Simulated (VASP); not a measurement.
Here is a VASP 6.6.1 calculation.

File INCAR:

```
SYSTEM = C
PREC     = Accurate       ! precision mode
ENCUT    = 520            ! plane-wave cutoff, eV
EDIFF    = 1E-7           ! SCF threshold, eV
ISMEAR   = 0              ! smearing method
SIGMA    = 0.03           ! smearing width, eV
LREAL    = .False.        ! projectors in reciprocal space
LASPH    = .True.         ! aspherical terms in the spheres
NELM     = 80             ! most SCF steps
ALGO     = Normal         ! electronic algorithm
ISIF     = 2              ! what is computed and relaxed
LWAVE    = .False.        ! write WAVECAR
LCHARG   = .False.        ! write CHGCAR
GGA      = PE             ! functional
IVDW     = 12             ! dispersion correction
NBANDS   = 11             ! bands
```

The input KPOINTS:

```
regular mesh
0
Gamma
  16 16 16
  0 0 0
```

File POSCAR:

```
C
1.0
    0.0000000000      2.1895892675      3.4862287771
    1.2648346047      0.0000000000      3.4862287771
    1.2648346047      2.1895892675      0.0000000000
C
2
Direct
    0.1315530015      0.8684469985      0.1315530015
    0.8684469985      0.1315530015      0.8684469985
```

Potentials or basis: VASP PAW PBE potentials, release 64 (C).

Launch:

```bash
$ cat potpaw_PBE.64/C/POTCAR > POTCAR
$ mpirun -np 1 vasp_std > vasp.out
```

Question: Estimate the dispersion energy per atom.

Answer: -0.148 eV.

Question: What does it give for the largest force?

Answer: 21.540 eV/Å.

Question: What does it give for the pressure?

Answer: 28.6 GPa.

Question: Estimate the band gap on the k mesh.

Answer: Zero (bands 4 and 5 overlap by 2.10 eV).

Forces in eV/Å, atoms in the order of the input:
```
C     0.000  21.540   0.000
C     0.000 -21.540   0.000
```

Caveat: the cell differs from its parent crystal (atoms shifted along a free coordinate); the stress differs along the axes, from -13 to 101 GPa; forces of over 1 eV/Å act on the atoms, so gaps and moduli don't describe the material at rest.
